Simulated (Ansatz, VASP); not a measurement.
## AlP5 in VASP and in Ansatz

File INCAR:

```
SYSTEM = AlP5
PREC     = Accurate       ! precision mode
ENCUT    = 600            ! plane-wave cutoff, eV
EDIFF    = 1E-6           ! SCF threshold, eV
ISMEAR   = 0              ! smearing method
SIGMA    = 0.1            ! smearing width, eV
LREAL    = .FALSE.        ! projectors in reciprocal space
LASPH    = .TRUE.         ! aspherical terms in the spheres
NELM     = 80             ! most SCF steps
ALGO     = Normal         ! electronic algorithm
ISIF     = 3              ! what is computed and relaxed
LWAVE    = .FALSE.        ! write WAVECAR
LCHARG   = .FALSE.        ! write CHGCAR
GGA      = PE             ! functional
IBRION   = 2              ! ionic algorithm
NSW      = 90             ! ionic steps
EDIFFG   = -0.04          ! ionic threshold
```

File KPOINTS:

```
regular mesh
0
G
  6 6 4
  0 0 0
```

POSCAR

```
AlP5
1.0
    5.5136980100      0.0000000000      0.0000000000
   -2.7568490100      4.7750025500      0.0000000000
    0.0000000000      0.0000000000      4.5940372000
Al P
1 5
Direct
    0.0000000000      0.0000000000      0.0000000000
    0.5000000000      0.0000000000      0.5000000000
    0.5000000000      0.5000000000      0.5000000000
    0.0000000000      0.5000000000      0.5000000000
    0.3333333300      0.6666666700      0.0000000000
    0.6666666700      0.3333333300      0.0000000000
```

Input for Ansatz:

```yaml
crystal:
  lattice:
    - [5.51369801, 0.0, 0.0]
    - [-2.75684901, 4.77500255, 0.0]
    - [0.0, 0.0, 4.5940372]
  atoms:
    - { symbol: Al, position: [0.0, 0.0, 0.0] }
    - { symbol: P, position: [0.5, 0.0, 0.5] }
    - { symbol: P, position: [0.5, 0.5, 0.5] }
    - { symbol: P, position: [0.0, 0.5, 0.5] }
    - { symbol: P, position: [0.33333333, 0.66666667, 0.0] }
    - { symbol: P, position: [0.66666667, 0.33333333, 0.0] }
basis:
  ecutwfc: 420
kpoints:
  mp_grid: { grid: [6, 6, 4] }
hamiltonian:
  xc: pbe
scf:
  occupations: { method: gaussian, width: 0.1 }
  lower_state_search: "off"
output:
  forces: true
  stress: true
  eigenvalues: true
relax:
  adjacent_minimum: "off"
  f_tol: 0.04
  max_steps: 70
  cell: { stress_tol: 0.4 }
```

Change from the starting cell: species swapped into the GdRh5 type (P6/mmm, No. 191).

Alike in both runs: task relaxation of cell and atoms; functional PBE; k mesh 6 × 6 × 4; occupations gaussian, width 0.1 eV; no spin polarisation.

```csv
,VASP,Ansatz
version,VASP 6.6.1,Ansatz 0.2.0
potentials or method,"VASP PAW PBE potentials, release 64 (Al, P), cutoff 600 eV","scalar-relativistic, plane waves, PAW"
valence electrons in the cell,28,28
```

```csv
,VASP,Ansatz,Ansatz less VASP
"gap on the k mesh at the Fermi level, each at its own relaxed structure (eV)",none,none,-
relaxed volume (Å³/atom),16.03,16.10,+0.066
relaxed cell length with the largest relative difference (Å),4.265,4.271,+0.0063
```

A gap of «none» marks a metal or a gap that the smearing closes.

Noted on VASP's run: the volume moved by over 15 % at a fixed basis, so the end points are rough.
